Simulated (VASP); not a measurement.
Wanted: the native input for a VASP 6.6.1 run.

```yaml
Task: relaxation of cell and atoms
Functional: PBE
Potentials_or_basis: VASP PAW PBE potentials, release 64 (B, P)
Cutoff: 600 eV
k_mesh: 6 × 6 × 6
Occupations: gaussian, width 0.1 eV
Spin: no spin polarisation
Dipole_correction: no
Further_INCAR_settings: ALGO = Normal; EDIFF = 1e-06; IBRION = 2; EDIFFG = -0.04; NSW = 90; ISIF = 3
```

The structure of B2P lies in POSCAR:

```
B2P
1.0
    1.4448597500      0.8341901700      3.7054372000
   -1.4448597500      0.8341901700      3.7054372000
    0.0000000000     -1.6683803300      3.7054372000
B P
2 1
Direct
    0.4160641100      0.4160641100      0.4160641100
    0.5839358900      0.5839358900      0.5839358900
    0.0000000000      0.0000000000      0.0000000000
```

The input as run:

INCAR

```
SYSTEM = B2P
ALGO = Normal
EDIFF = 1E-6
EDIFFG = -0.04
ENCUT = 600
GGA = PE
IBRION = 2
ISIF = 3
ISMEAR = 0
LASPH = .True.
LCHARG = .False.
LREAL = .False.
LWAVE = .False.
NELM = 100
NSW = 90
PREC = Accurate
SIGMA = 0.1
```

KPOINTS

```
k-points
0
Gamma
  6 6 6
  0 0 0
```

Potentials or basis: VASP PAW PBE potentials, release 64 (B, P).

Run with:

```sh
$ cat potpaw_PBE.64/B/POTCAR potpaw_PBE.64/P/POTCAR > POTCAR
$ mpirun -np 1 vasp_std > vasp.out
```

Results of the run:

| Item | Value |
| --- | --- |
| Relaxed volume | 10.36 Å³/atom |
| Relaxed cell | a = 4.311 Å, b = 4.311 Å, c = 4.311 Å, α = 40.95°, β = 40.95°, γ = 40.95° |
| Space group after relaxing (to 0.05 Å) | R-3m (No. 166) |
| Energy gained by relaxing | 414.1 meV/atom |
| Ionic steps | 16 |
| Pressure after relaxing | 0.0 GPa |
| Largest force after relaxing | 0.011 eV/Å |

Caveat: the k points lie up to 0.41 Å⁻¹ apart in the final cell; the volume moved by over 15 % at a fixed basis, so the end points are rough.

It took 97 s on 1 thread of AMD EPYC 7R43 64-Core Processor (Zen 3) (shared host), peak memory 0.15 GiB.
